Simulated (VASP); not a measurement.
Wanted: the native input for a VASP 6.6.1 run.

```yaml
Task: relaxation of cell and atoms
Functional: PBE
Dispersion: D3(BJ)
Potentials_or_basis: VASP PAW PBE potentials, release 64 (Sn_d)
Cutoff: 600 eV
k_mesh: 10 × 10 × 10
Occupations: fermi-dirac, width 0.05 eV
Spin: no spin polarisation
Dipole_correction: no
Further_INCAR_settings: ALGO = Fast; EDIFF = 1e-06; IBRION = 2; EDIFFG = -0.01; NSW = 60; ISIF = 3
```

The structure of Sn lies in POSCAR:

```
Sn
1.0
   -2.0291894110      2.0291894110      1.6607599896
    2.0291894110     -2.0291894110      1.6607599896
    2.0291894110      2.0291894110     -1.6607599896
Sn
1
Direct
    0.0000000000      0.0000000000      0.0000000000
```

These files were run (other wordings do the same):

INCAR

```
SYSTEM = Sn
PREC = Accurate
ENCUT = 600
EDIFF = 1E-6
ISMEAR = -1
SIGMA = 0.05
LREAL = .False.
LASPH = .True.
NELM = 60
ALGO = Fast
ISIF = 3
LWAVE = .False.
LCHARG = .False.
GGA = PE
IVDW = 12
IBRION = 2
NSW = 60
EDIFFG = -0.01
```

KPOINTS

```
Automatic mesh
0
Gamma
  10 10 10
  0 0 0
```

Potentials or basis: VASP PAW PBE potentials, release 64 (Sn_d).

Run with:

```console
$ cat potpaw_PBE.64/Sn_d/POTCAR > POTCAR
$ mpirun -np 1 vasp_std > vasp.out
```

It gave:

| Quantity | Value |
| --- | --- |
| Relaxed volume | 26.54 Å³/atom |
| Relaxed cell | a = 3.278 Å, b = 3.278 Å, c = 3.278 Å, α = 104.91°, β = 104.91°, γ = 119.05° |
| Space group after relaxing (to 0.05 Å) | I4/mmm (No. 139) |
| Energy gained by relaxing | 5.0 meV/atom |
| Ionic steps | 8 |
| Pressure after relaxing | 0.0 GPa |
| Band gap on the k mesh | zero (band 7 reaches 15.47 eV, above the bottom of band 8 at 6.20 eV) |
| Dispersion energy per atom | -0.395 eV |

Caveat: spin-orbit coupling is left out, which moves the levels of the heavy elements; pairwise dispersion overbinds metals, which lowers pressure and volume.

It took 110 s on 1 thread of Intel(R) Xeon(R) Platinum 8559C (Emerald Rapids), on a shared host, peak memory 0.19 GiB.
